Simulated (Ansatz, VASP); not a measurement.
NbH2 in VASP and in Ansatz

```
Nb H
1.0
     0.02281    2.29291    2.29291
     2.29291    0.02281    2.29291
     2.29291    2.29291    0.02281
Nb H
1 2
Direct
  0.00000 0.00000 0.00000
  0.25000 0.25000 0.25000
  0.75000 0.75000 0.75000
```

Change from the starting cell: equal xy, yz and zx shear strains of +1 %.

Alike in both runs: task single point; functional LDA; k mesh 15 × 15 × 15; occupations fermi-dirac, width 0.03 eV; no spin polarisation.

```csv
,VASP,Ansatz
version,VASP 6.6.1,Ansatz 0.2.0
potentials or method,"VASP PAW LDA potentials, release 64 (Nb_sv, H), cutoff 500 eV","all-electron LAPW, scalar-relativistic"
```

|  | VASP | Ansatz | Ansatz less VASP |
| --- | --- | --- | --- |
| pressure (GPa) | -8.3 | -8.1 | +0.18 |
| traceless stress, the component that is largest in VASP (GPa) | -1.27 | -1.26 | +0.005 |
| rms of the force components (eV/Å) | 0.035 | 0.035 | -0.0002 |

LDA's correlation is that of Perdew and Zunger in VASP and of Perdew and Wang (1992) in Ansatz. Atom by atom the forces differ by 0.000 eV/Å (rms over components). Ansatz ran all-electron here, and VASP with PAW potentials.
